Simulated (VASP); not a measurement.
Input of a VASP 6.6.1 run:

INCAR

```
SYSTEM = Na3Zn2N
PREC = Accurate
ENCUT = 520
EDIFF = 1E-7
ISMEAR = 0
SIGMA = 0.1
LREAL = .FALSE.
LASPH = .TRUE.
NELM = 60
ALGO = Normal
ISIF = 2
LWAVE = .FALSE.
LCHARG = .FALSE.
GGA = PE
NBANDS = 34
```

Contents of KPOINTS:

```
regular mesh
0
G
  12 12 8
  0 0 0
```

Contents of POSCAR:

```
Na3Zn2N
1.0
    5.0514538241      0.0000000000      0.0000000000
   -2.5257269120      4.3746873378      0.0000000000
    0.0000000000      0.0000000000      5.3679980428
Na Zn N
3 2 1
Direct
    0.0000000000      0.0000000000      0.5000000000
    0.3333333333      0.6666666667      0.5000000000
    0.6666666667      0.3333333333      0.5000000000
    0.3333333333      0.6666666667      0.0000000000
    0.6666666667      0.3333333333      0.0000000000
    0.0000000000      0.0000000000      0.0000000000
```

Potentials or basis: VASP PAW PBE potentials, release 64 (Na_pv, Zn, N).

Run with:

```bash
$ cat potpaw_PBE.64/Na_pv/POTCAR potpaw_PBE.64/Zn/POTCAR potpaw_PBE.64/N/POTCAR > POTCAR
$ mpirun -np 1 vasp_std > vasp.out
```

(1) Predict the band gap on the k mesh.

(2) What does it give for the pressure?

Answers

(1) zero (bands 25 and 26 overlap by 0.44 eV).

(2) 0.0 GPa.
